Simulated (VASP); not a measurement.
# BN (P6_3mc) in VASP: further runs

The runs below take BN through single point, with PBE.

All numbers are computed with VASP 6.6.1; they aren't measurements. Logs are shortened: lines on timing, memory, paths and dates and some standing lists are left out, and cuts for length are marked.

## (1) The cell of the first run

The structure is hexagonal, space group P6_3mc (No. 186). The conventional cell has a = 2.516 Å, b = 2.516 Å, c = 4.225 Å, α = 90.00°, β = 90.00°, γ = 120.00°. B (site symmetry 3m) has 4 N at 1.55 to 1.58 Å within 2.1 Å. N (site symmetry 3m) has 4 B at 1.55 to 1.58 Å within 2.1 Å.

## (2) Single point, PBE (strain -0.015 along x and y, +0.000 along z)

Contents of INCAR:

```
SYSTEM = BN
PREC = Accurate ; ENCUT = 520
EDIFF = 1E-6 ; ISMEAR = 0
SIGMA = 0.05 ; LREAL = .False.
LASPH = .True. ; NELM = 80
ALGO = Normal ; ISIF = 2
LWAVE = .False. ; LCHARG = .False.
GGA = PE ; NBANDS = 16
```

Contents of KPOINTS:

```
Automatic mesh
0
Gamma
  12 12 6
  0 0 0
```

Contents of POSCAR:

```
BN
1.0
    2.5162613945      0.0000000000      0.0000000000
   -1.2581306973      2.1791462902      0.0000000000
    0.0000000000      0.0000000000      4.2245145352
B N
2 2
Direct
    0.6666666667      0.3333333333      0.9998058547
    0.3333333333      0.6666666667      0.4998058547
    0.6666666667      0.3333333333      0.6251941453
    0.3333333333      0.6666666667      0.1251941453
```

Potentials or basis: VASP PAW PBE potentials, release 64 (B, N).

The run is started by

```sh
$ cat potpaw_PBE.64/B/POTCAR potpaw_PBE.64/N/POTCAR > POTCAR
$ mpirun -np 1 vasp_std > vasp.out
```

OUTCAR:

```text
SYSTEM = BN
   PREC = Accurate
   ENCUT = 520
   EDIFF = 1E-6
   ISMEAR = 0
   LREAL = .False.
   LASPH = .True.
   NELM = 80
   ISIF = 2
   GGA = PE

 ion  position               nearest neighbor table
   1  0.667  0.333  1.000-   4 1.55   4 1.55   4 1.55   3 1.58
   2  0.333  0.667  0.500-   3 1.55   3 1.55   3 1.55   4 1.58
   3  0.667  0.333  0.625-   2 1.55   2 1.55   2 1.55   1 1.58
   4  0.333  0.667  0.125-   1 1.55   1 1.55   1 1.55   2 1.58

  LATTYP: Found a hexagonal cell.
 ALAT       =     2.5162613945
 C/A-ratio  =     1.6788854069

  Lattice vectors:

 A1 = (   2.5162613945,   0.0000000000,   0.0000000000)
 A2 = (  -1.2581306973,   2.1791462902,   0.0000000000)
 A3 = (   0.0000000000,   0.0000000000,   4.2245145352)

Analysis of symmetry for initial positions (statically):
=====================================================================
 Subroutine PRICEL returns:
 Original cell was already a primitive cell.

 Routine SETGRP: Setting up the symmetry group for a
 hexagonal supercell.

 Subroutine GETGRP returns: Found 12 space group operations
 (whereof  6 operations were pure point group operations)
 out of a pool of 24 trial point group operations.

The static configuration has the point symmetry C_3v.
 The point group associated with its full space group is C_6v.

Analysis of symmetry for dynamics (positions and initial velocities):
=====================================================================
 Subroutine PRICEL returns:
 Original cell was already a primitive cell.

 Routine SETGRP: Setting up the symmetry group for a
 hexagonal supercell.

 Subroutine GETGRP returns: Found 12 space group operations
 (whereof  6 operations were pure point group operations)
 out of a pool of 24 trial point group operations.

The dynamic configuration has the point symmetry C_3v.
 The point group associated with its full space group is C_6v.

 Subroutine INISYM returns: Found 12 space group operations
 (whereof  6 operations are pure point group operations),
 and found     1 'primitive' translations

----------------------------------------------------------------------------------------

                                     Primitive cell

  volume of cell :      23.1643

  direct lattice vectors                    reciprocal lattice vectors
     2.516261394  0.000000000  0.000000000     0.397414991  0.229447652  0.000000000
[... 88 lines left out ...]
   ENCUT  =  520.0 eV  38.22 Ry    6.18 a.u.   4.68  4.68  7.85*2*pi/ulx,y,z
   NELM   =     80;   NELMIN=  2; NELMDL= -5     # of ELM steps
   EDIFF  = 0.1E-05   stopping-criterion for ELM
   LREAL  =      F    real-space projection
   EDIFFG = 0.1E-04   stopping-criterion for IOM
   NSW    =      0    number of steps for IOM
   IBRION =     -1    ionic relax: 0-MD 1-quasi-New 2-CG
   NFREE  =      0    steps in history (QN), initial steepest desc. (CG)
   ISIF   =      2    stress and relaxation
   ISYM   =      2    0-nonsym 1-usesym 2-fastsym
   POTIM  = 0.5000    time-step for ionic-motion
   TEBEG  =    0.0;   TEEND  =   0.0 temperature during run
   PSTRESS=    0.0 pullay stress
   NELECT =      16.0000    total number of electrons
   NUPDOWN=      -1.0000    fix difference up-down
   EMIN   =  10.00;   EMAX   =-10.00  energy-range for DOS
   EFERMI =   0.00;   METHOD = LEGACY
   ISMEAR =     0;   SIGMA  =   0.05  broadening in eV -4-tet -1-fermi 0-gaus
   EFERMI_NEDOS =   21; number of points for ismear=-14 and -15
   IALGO  =     38    algorithm
   IMIX   =      4    mixing-type and parameters
     AMIX     =   0.40;   BMIX     =  1.00
     AMIX_MAG =   1.60;   BMIX_MAG =  1.00
  volume/ion in A,a.u.               =       5.79        39.08
  Fermi-wavevector in a.u.,A,eV,Ry     =   1.447133  2.734685 28.493246  2.094195
  Thomas-Fermi vector in A             =   2.565123
   LORBIT       =      0    0 simple, 1 ext, 2 COOP (PROOUT), +10 PAW based schemes
   GGA     = PE    functional components
   LHFCALC =     F    Hartree Fock is set to
   AEXX    =    0.0000 exact exchange contribution
   IVDW    =     0    specifies the selected vdW correction
   LEPSILON=     F    determine dielectric tensor
   LRPA    =     F    only Hartree local field effects (RPA)
 non-spin polarized calculation
 Gauss-broadening in eV      SIGMA  =   0.05
  energy-cutoff  :      520.00
  volume of cell :       23.16
 maximum number of plane-waves:       640
 NGX is ok and might be reduce to    20
   NGX =  9   NGY =  9   NGZ = 15

 number of electron      15.9999998 magnetization

 Free energy of the ion-electron system (eV)
  ---------------------------------------------------
  ext. energy  EPLUGINS =         0.00000000
  ---------------------------------------------------
  free energy    TOTEN  =       -34.79359809 eV

  energy without entropy =      -34.79359809  energy(sigma->0) =      -34.79359809

 E-fermi :   8.1164     XC(G=0): -12.9119

 val. band max:        7.8230856743   @ k =   0.0000   0.0000   0.0000
 cond. band min:      12.9306644558   @ k =   0.3333   0.3333   0.0000
 fundamental gap:      5.1075787815
 Fermi energy:         8.1164469636

 k-point     1 :       0.0000    0.0000    0.0000
  band No.  band energies     occupation
      1     -12.8298      2.00000
      2      -8.7155      2.00000
      3      -3.3317      2.00000
      4       5.7667      2.00000
      5       5.7667      2.00000
      6       7.4902      2.00000
[... 433 lines left out ...]
      3      -1.1106      2.00000
      4       0.2860      2.00000
      5       1.7164      2.00000
      6       3.5189      2.00000
[... 8 lines left out ...]
     15      24.1180      0.00000
     16      24.3769      0.00000

 [... further k-points ...]
[... 5 lines left out ...]
  --------------------------------------------------------------------------------------
  -------------------------------------------------------------------------------------
  Total        2.5094231      2.5094231      0.3005448     -0.0000000     -0.0000000     -0.0000000
  in kB      173.5663487    173.5663487     20.7874316     -0.0000000     -0.0000000     -0.0000000
  external PRESSURE =     122.6400430 kB  Pullay stress =       0.0000000 kB

 VOLUME and BASIS-vectors are now :
 -----------------------------------------------------------------------------
  energy-cutoff  :      520.00
  volume of cell :       23.16
      direct lattice vectors                 reciprocal lattice vectors
     2.516261394  0.000000000  0.000000000     0.397414991  0.229447652  0.000000000
    -1.258130697  2.179146290  0.000000000     0.000000000  0.458895304  0.000000000
     0.000000000  0.000000000  4.224514535     0.000000000  0.000000000  0.236713590

 POSITION                                       TOTAL-FORCE (eV/Angst)
 -----------------------------------------------------------------------------------
      1.25813      0.72638      4.22369        -0.000000      0.000000     -0.048741
     -0.00000      1.45276      2.11144        -0.000000     -0.000000     -0.048741
      1.25813      0.72638      2.64114         0.000000     -0.000000      0.048741
     -0.00000      1.45276      0.52888        -0.000000      0.000000      0.048741
 -----------------------------------------------------------------------------------
    total drift:                               -0.000000     -0.000000      0.000309

  FREE ENERGIE OF THE ION-ELECTRON SYSTEM (eV)
  ---------------------------------------------------
  free  energy   TOTEN  =       -34.7935980926 eV

  energy  without entropy=      -34.7935980926  energy(sigma->0) =      -34.79359809
```

Run time: 27 s. Hardware: 1 thread of Intel Xeon Platinum 8259CL at 2.50GHz (Skylake/Cascade Lake), shared host; peak memory 0.14 GiB.

What came out:

```
Free energy            : -34.7936 eV
Pressure               : 12.3 GPa
Largest force          : 0.049 eV/Å
Band gap on the k mesh : 5.11 eV, indirect (least direct gap 8.23 eV)
```

Forces on the atoms (eV/Å):
```
B    0.000  0.000 -0.049
B    0.000  0.000 -0.049
N    0.000  0.000  0.049
N    0.000  0.000  0.049
```

Stress tensor (GPa, compression positive):
```
17.36  0.00  0.00
 0.00 17.36  0.00
 0.00  0.00  2.08
```

Caveat: the cell differs from its parent crystal (strain -0.015 along x and y, +0.000 along z). A k mesh can miss the band edges.

## (3) Single point, PBE (strain +0.000 along x and y, -0.015 along z)

Contents of INCAR:

```
SYSTEM = BN
PREC = Accurate
ENCUT = 520
EDIFF = 1E-6
ISMEAR = 0
SIGMA = 0.05
LREAL = .False.
LASPH = .True.
NELM = 100
ALGO = Normal
ISIF = 2
LWAVE = .False.
LCHARG = .False.
GGA = PE
NBANDS = 16
```

KPOINTS is that of step 2.

Contents of POSCAR:

```
BN
1.0
    2.5545800960      0.0000000000      0.0000000000
   -1.2772900480      2.2123312591      0.0000000000
    0.0000000000      0.0000000000      4.1611468172
B N
2 2
Direct
    0.6666666667      0.3333333333      0.9998058547
    0.3333333333      0.6666666667      0.4998058547
    0.6666666667      0.3333333333      0.6251941453
    0.3333333333      0.6666666667      0.1251941453
```

Potentials or basis: VASP PAW PBE potentials, release 64 (B, N).

The run is started by

```sh
$ cat potpaw_PBE.64/B/POTCAR potpaw_PBE.64/N/POTCAR > POTCAR
$ mpirun -np 1 vasp_std > vasp.out
```

Wall time 20 s (1 thread of Intel Xeon Platinum 8259CL at 2.50GHz (Skylake/Cascade Lake), shared host); peak memory 0.14 GiB.

The run converged. Its results:

```yaml
Free_energy: -34.8140 eV
Pressure: 6.2 GPa
Largest_force: 0.022 eV/Å
Band_gap_on_the_k_mesh: 5.24 eV, indirect (least direct gap 8.22 eV)
```

Forces in eV/Å, atoms in the order of the input:
```
B    0.000  0.000  0.022
B    0.000  0.000  0.022
N    0.000  0.000 -0.022
N    0.000  0.000 -0.022
```

Stress tensor (GPa, compression positive):
```
 1.18  0.00  0.00
 0.00  1.18  0.00
 0.00  0.00 16.33
```

Levels at points of the mesh, in eV from the valence-band top:
| k point | band 4 | band 5 | band 6 | band 7 | band 8 | band 9 | band 10 | band 11 | band 12 | band 13 |
| --- | --- | --- | --- | --- | --- | --- | --- | --- | --- | --- |
| (0.00, 0.00, 0.00) | -2.25 | -2.25 | -0.22 | 0.00 | 0.00 | 8.26 | 8.26 | 9.13 | 9.29 | 10.70 |
| (0.50, 0.00, 0.00) | -7.69 | -6.96 | -5.09 | -4.46 | -2.06 | 6.58 | 8.09 | 10.54 | 11.49 | 13.40 |
| (0.00, 0.00, 0.50) | -5.59 | -1.25 | -1.25 | -1.25 | -1.25 | 9.34 | 9.34 | 9.86 | 9.86 | 9.86 |
| (0.50, 0.00, 0.50) | -10.05 | -3.82 | -3.82 | -3.51 | -3.51 | 6.66 | 6.66 | 10.17 | 10.17 | 14.33 |

Caveat: the cell differs from its parent crystal (strain +0.000 along x and y, -0.015 along z).

## (4) Single point, PBE (strain -0.015 along x and y, +0.015 along z)

Contents of INCAR:

```
  ALGO = Normal
  EDIFF = 1E-7
  ENCUT = 520
  GGA = PE
  ISIF = 2
  ISMEAR = 0
  LASPH = T
  LCHARG = F
  LREAL = F
  LWAVE = F
  NBANDS = 16
  NELM = 100
  PREC = Accurate
  SIGMA = 0.05
```

Contents of KPOINTS:

```
k-points
0
Gamma
  12 12 6
```

Contents of POSCAR:

```
BN
1.0
    2.5162613945      0.0000000000      0.0000000000
   -1.2581306973      2.1791462902      0.0000000000
    0.0000000000      0.0000000000      4.2878822532
B N
2 2
Direct
    0.6666666667      0.3333333333      0.9998058547
    0.3333333333      0.6666666667      0.4998058547
    0.6666666667      0.3333333333      0.6251941453
    0.3333333333      0.6666666667      0.1251941453
```

Potentials or basis: VASP PAW PBE potentials, release 64 (B, N).

The run is started by

```sh
$ cat potpaw_PBE.64/B/POTCAR potpaw_PBE.64/N/POTCAR > POTCAR
$ mpirun -np 1 vasp_std > vasp.out
```

OUTCAR:

```text
EDIFF = 1E-7
   ENCUT = 520
   GGA = PE
   ISIF = 2
   ISMEAR = 0
   LASPH = T
   LREAL = F
   NELM = 100
   PREC = Accurate

 ion  position               nearest neighbor table
   1  0.667  0.333  1.000-   4 1.55   4 1.55   4 1.55   3 1.61
   2  0.333  0.667  0.500-   3 1.55   3 1.55   3 1.55   4 1.61
   3  0.667  0.333  0.625-   2 1.55   2 1.55   2 1.55   1 1.61
   4  0.333  0.667  0.125-   1 1.55   1 1.55   1 1.55   2 1.61

  LATTYP: Found a hexagonal cell.
[... 641 lines left out ...]
      6       3.4874      2.00000
[... 8 lines left out ...]
     15      23.7625      0.00000
     16      23.9469      0.00000

 [... further k-points ...]
[... 5 lines left out ...]
  --------------------------------------------------------------------------------------
  -------------------------------------------------------------------------------------
  Total        2.3774206      2.3774206     -1.8969980     -0.0000000      0.0000000      0.0000000
  in kB      162.0061889    162.0061889   -129.2684242     -0.0000000      0.0000000      0.0000000
  external PRESSURE =      64.9146512 kB  Pullay stress =       0.0000000 kB

 VOLUME and BASIS-vectors are now :
 -----------------------------------------------------------------------------
  energy-cutoff  :      520.00
  volume of cell :       23.51
      direct lattice vectors                 reciprocal lattice vectors
     2.516261394  0.000000000  0.000000000     0.397414991  0.229447652  0.000000000
    -1.258130697  2.179146290  0.000000000     0.000000000  0.458895304  0.000000000
     0.000000000  0.000000000  4.287882253     0.000000000  0.000000000  0.233215359

 POSITION                                       TOTAL-FORCE (eV/Angst)
 -----------------------------------------------------------------------------------
      1.25813      0.72638      4.28705         0.000000     -0.000000     -0.015796
     -0.00000      1.45276      2.14311        -0.000000      0.000000     -0.015796
      1.25813      0.72638      2.68076        -0.000000      0.000000      0.015796
     -0.00000      1.45276      0.53682         0.000000     -0.000000      0.015796
 -----------------------------------------------------------------------------------
    total drift:                               -0.000000     -0.000000      0.000080

  FREE ENERGIE OF THE ION-ELECTRON SYSTEM (eV)
  ---------------------------------------------------
  free  energy   TOTEN  =       -34.7821493712 eV

  energy  without entropy=      -34.7821493712  energy(sigma->0) =      -34.78214937
```

OSZICAR:

```text
N       E                     dE             d eps       ncg     rms          rms(c)
DAV:   1     0.389865780589E+02    0.38987E+02   -0.84082E+03  2440   0.974E+02
DAV:   2    -0.344009516804E+02   -0.73388E+02   -0.68735E+02  3488   0.231E+02
DAV:   3    -0.367481115443E+02   -0.23472E+01   -0.23427E+01  2824   0.379E+01
DAV:   4    -0.367536382991E+02   -0.55268E-02   -0.55264E-02  2904   0.211E+00
DAV:   5    -0.367536527945E+02   -0.14495E-04   -0.14495E-04  2736   0.100E-01    0.955E+00
DAV:   6    -0.349535913396E+02    0.18001E+01   -0.22380E+00  3008   0.137E+01    0.455E+00
DAV:   7    -0.348114800129E+02    0.14211E+00   -0.32608E-01  3072   0.461E+00    0.276E+00
DAV:   8    -0.347830875280E+02    0.28392E-01   -0.55106E-02  2912   0.192E+00    0.261E-01
DAV:   9    -0.347818784302E+02    0.12091E-02   -0.20912E-03  2776   0.540E-01    0.141E-01
DAV:  10    -0.347821398590E+02   -0.26143E-03   -0.49726E-04  2960   0.177E-01    0.264E-02
DAV:  11    -0.347821467617E+02   -0.69027E-05   -0.31655E-05  2936   0.541E-02    0.148E-02
DAV:  12    -0.347821492335E+02   -0.24718E-05   -0.54152E-06  2888   0.230E-02    0.220E-03
DAV:  13    -0.347821493436E+02   -0.11019E-06   -0.21472E-07  2776   0.532E-03    0.115E-03
DAV:  14    -0.347821493712E+02   -0.27518E-07   -0.18951E-08  1224   0.149E-03
   1 F= -.34782149E+02 E0= -.34782149E+02  d E =-.259741E-13
```

It took 24 s on 1 thread of Intel Xeon Platinum 8259CL at 2.50GHz (Skylake/Cascade Lake), shared host; peak memory 0.14 GiB.

What came out:

```yaml
Free_energy: -34.7821 eV
Pressure: 6.5 GPa
Largest_force: 0.016 eV/Å
Band_gap_on_the_k_mesh: 5.08 eV, indirect (least direct gap 7.65 eV)
```

Forces on the atoms (eV/Å):
```
B    0.000  0.000 -0.016
B    0.000  0.000 -0.016
N    0.000  0.000  0.016
N    0.000  0.000  0.016
```

Caveat: the cell differs from its parent crystal (strain -0.015 along x and y, +0.015 along z).

(Part 1 of 2 ends here.)
